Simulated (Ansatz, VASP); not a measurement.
# H14CO7 in VASP and in Ansatz

```
O H C
1.0
     5.77700    0.00000    0.00000
     0.00000    5.77700    0.00000
     0.00000    0.00000    5.77700
O H C
7 14 1
Direct
  0.10656 0.81251 0.53120
  0.31668 0.76939 0.10509
  0.04291 0.41434 0.29658
  0.82231 0.36521 0.89894
  0.36345 0.30015 0.73403
  0.59921 0.73887 0.72976
  0.71445 0.09791 0.42335
  0.17789 0.84834 0.38014
  0.23846 0.81943 0.63694
  0.43657 0.78557 0.98490
  0.26957 0.60754 0.10138
  0.04621 0.54615 0.40684
  0.95893 0.28647 0.37286
  0.89898 0.40151 0.04952
  0.93464 0.26800 0.81946
  0.50751 0.26985 0.81951
  0.38175 0.46484 0.69808
  0.67119 0.84366 0.61612
  0.71815 0.62334 0.77461
  0.37352 0.13047 0.33614
  0.55548 0.40227 0.34214
  0.54225 0.21209 0.37245
```

Alike in both runs: functional PBE; dispersion D3(BJ); k mesh 1 × 1 × 1; occupations fermi-dirac, width 0.05 eV; no spin polarisation.

Ansatz relaxed the structure, and its values are those at the end. VASP's run is a single point on that final structure, the one shown.

|  | VASP | Ansatz |
| --- | --- | --- |
| version | VASP 6.6.1 | Ansatz 0.2.0 |
| potentials or method | VASP PAW PBE potentials, release 64 (O_h, H_h, C_h), cutoff 1000 eV | scalar-relativistic, plane waves, PAW |
| valence electrons in the cell | 60 | 60 |

```csv
,VASP,Ansatz,Ansatz less VASP
gap on the k mesh at the Fermi level (eV),4.29,4.29,-0.006
rms of the force components (eV/Å),0.053,0.052,-0.0011
```
